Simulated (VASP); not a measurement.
Runs of VASP 6.6.1 on KMgH3. The structure is that of space group Pm-3m (No. 221), or close to it. The cells are those of the table. 

```tsv
cell	gap on the mesh (eV)	pressure (GPa)
a = 4.226, b = 4.226, c = 4.126 Å, 5 atoms	1.68	-6.0
a = 3.824 Å, 5 atoms	(b)	(c)
a = 4.025, b = 4.025, c = 3.824 Å, 5 atoms	2.23	-1.4
a = 3.924, b = 3.924, c = 3.824 Å, 5 atoms	(a)	0.5
a = 3.924, b = 3.924, c = 4.025 Å, 5 atoms	2.22	-1.5
```

Alike in all rows: task single point; level LDA; potentials or basis VASP PAW LDA potentials, release 64 (K_sv, Mg, H); no spin polarisation; k mesh 8 × 8 × 8; cutoff (eV) 520; smearing gaussian 0.05 eV.

**Question.** Estimate the missing entries.

**Answer.** (a) 2.40; (b) 2.60; (c) 3.0.

A k mesh can miss the band edges.
